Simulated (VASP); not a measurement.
Input of a VASP 6.6.1 run:

The input POSCAR:

```
MgO2
1.0
    1.4844039398      0.8570210142      3.4939788749
   -1.4844039398      0.8570210142      3.4939788749
    0.0000000000     -1.7140420285      3.4939788749
Mg O
1 2
Direct
    0.0000000000      0.0000000000      0.0000000000
    0.4287860000      0.4287860000      0.4287860000
    0.5712140000      0.5712140000      0.5712140000
```

File INCAR.step1:

```
PREC = Accurate
ENCUT = 520
ISMEAR = 0
SIGMA = 0.05
LREAL = F
LASPH = T
NELM = 80
NBANDS = 14
GGA = PE
ALGO = Normal
EDIFF = 1E-4
LWAVE = T
LCHARG = F
```

INCAR.step2

```
PREC = Accurate
ENCUT = 520
EDIFF = 1E-7
ISMEAR = 0
SIGMA = 0.05
LREAL = F
LASPH = T
NELM = 80
ALGO = Normal
ISIF = 2
LWAVE = F
LCHARG = T
METAGGA = R2SCAN
LMIXTAU = T
LELF = T
LVHAR = T
NBANDS = 14
ISTART = 1
```

File KPOINTS:

```
Automatic mesh
0
Gamma
  12 12 12
```

Potentials or basis: VASP PAW PBE potentials, release 64 (Mg, O).

Command:

```sh
$ cat potpaw_PBE.64/Mg/POTCAR potpaw_PBE.64/O/POTCAR > POTCAR
$ cp INCAR.step1 INCAR
$ mpirun -np 1 vasp_std > vasp.out
$ cp INCAR.step2 INCAR
$ mpirun -np 1 vasp_std > vasp.out
```

Question: Predict the band gap on the k mesh.

Answer: 2.59 eV.

Question: Estimate the pressure.

Answer: 15.9 GPa.

Question: What does it give for the largest force?

Answer: 1.208 eV/Å.

Forces on the atoms (eV/Å):
```
Mg   0.000  0.000  0.000
O    0.000  0.000  1.208
O    0.000  0.000 -1.208
```

Caveat: the cell differs from its parent crystal (strain -0.0750 x Voigt [1, 1, 0, 0, 0, 0]); the cell stands under pressure; the PAW data sets were made with another functional, which shifts forces and pressure a little. A k mesh can miss the band edges.
